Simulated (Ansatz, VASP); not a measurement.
**One calculation of GdIn, two programs**

INCAR

```
PREC = Accurate
ENCUT = 520
EDIFF = 1E-6
ISMEAR = -1
SIGMA = 0.1
LREAL = F
LASPH = T
NELM = 150
ALGO = Normal
ISIF = 2
LWAVE = F
LCHARG = T
ISPIN = 2
MAGMOM = 7 0
LORBIT = 11
LMAXMIX = 6
GGA = PS
LELF = T
LVHAR = T
NBANDS = 26
```

The input KPOINTS:

```
regular mesh
0
Gamma
  8 8 8
```

POSCAR

```
GdIn
1.0
    3.8042945275      0.0000000000      0.0000000000
    0.0000000000      3.8042945275      0.0000000000
    0.0000000000      0.0000000000      3.8042945275
Gd In
1 1
Direct
    0.0000000000      0.0000000000      0.0000000000
    0.5000000000      0.5000000000      0.5000000000
```

Input for Ansatz:

```yaml
crystal:
  lattice:
    - [3.804294527492599, 0.0, 0.0]
    - [0.0, 3.804294527492599, 0.0]
    - [0.0, 0.0, 3.804294527492599]
  atoms:
    - { symbol: Gd, position: [0.0, 0.0, 0.0], spin: 7.0 }
    - { symbol: In, position: [0.5, 0.5, 0.5] }
kpoints:
  mp_grid:
    grid: [8, 8, 8]
hamiltonian:
  xc: pbesol
  pseudopotentials:
    kind: all_electron
    lapw:
      basis_error: 0.001
magnetization:
  spin_polarized: true
scf:
  occupations:
    method: fermi_dirac
    width: 0.1
```

Alike in both runs: task single point; functional PBEsol; k mesh 8 × 8 × 8; occupations fermi-dirac, width 0.1 eV; collinear spin.

```csv
,VASP,Ansatz
version,VASP 6.6.1,Ansatz 0.2.0
potentials or method,"VASP PAW PBE potentials, release 64 (Gd, In_d), cutoff 520 eV",all-electron (LAPW or listed datasets)
```

```tsv
	VASP	Ansatz	Ansatz less VASP
net moment per atom (μB)	3.59	3.59	-0.002
size of the moment on the site where the two differ most (μB)	6.82	7.10	+0.278
```

VASP's potentials were made for PBE, not for PBEsol. Site moments also hang on the region over which each program counts them. Ansatz ran all-electron here, and VASP with PAW potentials.

Spin-orbit coupling is off throughout.
